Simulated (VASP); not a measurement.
CaSe:

```
Ca Se
1.0
     0.00000    2.97024    2.97024
     2.97024    0.00000    2.97024
     2.97024    2.97024    0.00000
Ca Se
1 1
Cartesian
  0.0000 0.0000 0.0000
  2.9702 2.9702 2.9702
```

| Property | Result |
| --- | --- |
| Program | VASP 6.6.1 |
| Task | relaxation of cell and atoms |
| Functional | PBEsol |
| Potentials or basis | VASP PAW PBE potentials, release 64 (Ca_sv, Se) |
| Cutoff | 500 eV |
| k mesh | 8 × 8 × 8 |
| Occupations | gaussian, width 0.02 eV |
| Spin | no spin polarisation |

At the start: pressure -1.6 GPa; volume 26.20 Å³/atom.

Task: How do energy, volume and symmetry change on relaxing?

Result: Over 3 steps the energy falls by 4.3 meV/atom and the volume is 25.36 Å³/atom (-3.2 %); space group Fm-3m (No. 225, to 0.05 Å).

Step by step:
| step | energy change (eV) | largest force (eV/Å) | pressure (GPa) | volume (Å³) |
| --- | --- | --- | --- | --- |
| 1 | 0.0000 | 0.0000 | -1.59 | 52.41 |
| 2 | -0.0084 | 0.0000 | 0.28 | 50.46 |
| 3 | -0.0086 | 0.0000 | 0.00 | 50.72 |

Final structure:
```
Ca Se
1.0
     0.00000    2.93798    2.93798
     2.93798    0.00000    2.93798
     2.93798    2.93798    0.00000
Ca Se
1 1
Direct
  0.00000 0.00000 0.00000
  0.50000 0.50000 0.50000
```

Caveat: the PAW data sets were made with another functional, which shifts forces and pressure a little.
